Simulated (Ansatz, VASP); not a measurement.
**Two plane-wave programs on TaOF3**

File INCAR:

```
SYSTEM = TaOF3
ALGO = Normal
EDIFF = 1E-6
ENCUT = 520
GGA = PE
GGA_COMPAT = .FALSE.
ISIF = 2
ISMEAR = 0
LASPH = .TRUE.
LCHARG = .FALSE.
LMAXMIX = 4
LORBIT = 11
LORBMOM = .TRUE.
LREAL = .FALSE.
LSORBIT = .TRUE.
LWAVE = .FALSE.
MAGMOM = 0 0 0 0 0 0 0 0 0 0 0 0 0 0 0
NBANDS = 53
NELM = 150
PREC = Accurate
SIGMA = 0.01
```

The input KPOINTS:

```
k-points
0
G
  1 1 1
  0 0 0
```

File POSCAR:

```
TaOF3
1.0
   11.8700000000      0.0000000000      0.0000000000
    0.0000000000     12.1100000000      0.0000000000
    0.0000000000      0.0000000000     11.2100000000
Ta O F
1 1 3
Direct
    0.5033614200      0.4999289800      0.5051231000
    0.6212165100      0.4999289800      0.4161222100
    0.5125518100      0.6282634200      0.5984870700
    0.3791069900      0.4999289800      0.4014273000
    0.5125518100      0.3715937200      0.5984870700
```

Input for Ansatz:

```yaml
crystal:
  lattice:
    - [11.87, 0.0, 0.0]
    - [0.0, 12.11, 0.0]
    - [0.0, 0.0, 11.21]
  atoms:
    - { symbol: Ta, position: [0.50336142, 0.49992898, 0.5051231] }
    - { symbol: O, position: [0.62121651, 0.49992898, 0.41612221] }
    - { symbol: F, position: [0.51255181, 0.62826342, 0.59848707] }
    - { symbol: F, position: [0.37910699, 0.49992898, 0.4014273] }
    - { symbol: F, position: [0.51255181, 0.37159372, 0.59848707] }
basis:
  ecutwfc: 420
  ecutrho_ratio: 4
kpoints:
  mp_grid: { grid: [1, 1, 1] }
hamiltonian:
  xc: pbe
scf:
  occupations: { method: gaussian, width: 0.01 }
output:
  forces: true
  eigenvalues: true
  populations: true
  write_density: true
  write_potential: true
  elf: true
  volumetric_format: npy
magnetization:
  noncollinear: true
  spin_orbit: true
```

Alike in both runs: task single point; functional PBE; k mesh 1 × 1 × 1; occupations gaussian, width 0.01 eV; non-collinear spin, spin-orbit coupling.

|  | VASP | Ansatz |
| --- | --- | --- |
| version | VASP 6.6.1 | Ansatz 0.2.0 |
| potentials or method | VASP PAW PBE potentials, release 64 (Ta_pv, O, F), cutoff 520 eV | plane waves, PAW |
| valence electrons in the cell | 38 | 40 |

|  | VASP | Ansatz | Ansatz less VASP |
| --- | --- | --- | --- |
| rms of the force components (eV/Å) | 0.178 | 0.069 | -0.1084 |

Atom by atom the forces differ by 0.197 eV/Å (rms over components). One of these differences is far larger than is usual between the two programs; its cause wasn't traced. With one functional, cell and mesh, what is left measures potentials, basis and numerics. VASP's potentials hold 38 valence electrons a cell and Ansatz's 40, so a difference there can come from the potentials and not from the codes. Ansatz's warnings: structure snapped to symmetry, xc potential rough in thin density.
